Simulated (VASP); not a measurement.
Set up this calculation in VASP 6.6.1, as the native input.

| Item | Value |
| --- | --- |
| Task | single point |
| Functional | PBEsol |
| Potentials or basis | VASP PAW PBE potentials, release 64 (Te, Pt) |
| Cutoff | 520 eV |
| k mesh | 12 × 12 × 12 |
| Occupations | gaussian, width 0.1 eV |
| Spin | no spin polarisation |
| Dipole correction | no |
| Further INCAR settings | ALGO = Normal; EDIFF = 1e-06; NBANDS = 24 |

The structure of TePt lies in POSCAR:

```
TePt
1.0
    1.9953696198      1.1520271871      6.9136506114
   -1.9953696198      1.1520271871      6.9136506114
    0.0000000000     -2.3040543743      6.9136506113
Te Pt
2 2
Direct
    0.5942890924      0.5942890924      0.5942890924
    0.4057109076      0.4057109076      0.4057109076
    0.8684433900      0.8684433900      0.8684433900
    0.1315566100      0.1315566100      0.1315566100
```

The input as run:

INCAR

```
PREC     = Accurate       # precision mode
ENCUT    = 520            # plane-wave cutoff, eV
EDIFF    = 1E-6           # SCF threshold, eV
ISMEAR   = 0              # smearing method
SIGMA    = 0.1            # smearing width, eV
LREAL    = F              # projectors in reciprocal space
LASPH    = T              # aspherical terms in the spheres
NELM     = 60             # most SCF steps
ALGO     = Normal         # electronic algorithm
ISIF     = 2              # what is computed and relaxed
LWAVE    = F              # write WAVECAR
LCHARG   = F              # write CHGCAR
GGA      = PS             # functional
NBANDS   = 24             # bands
```

KPOINTS

```
Automatic mesh
0
Gamma
  12 12 12
```

Potentials or basis: VASP PAW PBE potentials, release 64 (Te, Pt).

Command:

```sh
$ cat potpaw_PBE.64/Te/POTCAR potpaw_PBE.64/Pt/POTCAR > POTCAR
$ mpirun -np 1 vasp_std > vasp.out
```

It gave:

```
Pressure               : -2.8 GPa
Largest force          : 0.007 eV/Å
Band gap on the k mesh : zero (bands 16 and 17 overlap by 2.41 eV)
```

Caveat: the PAW data sets were made with another functional, which shifts forces and pressure a little; spin-orbit coupling is left out, which moves the levels of the heavy elements.

It took 17 min on 1 thread of Oxide Virtual Turin-like Processor, with other jobs on the host, peak memory 0.62 GiB.
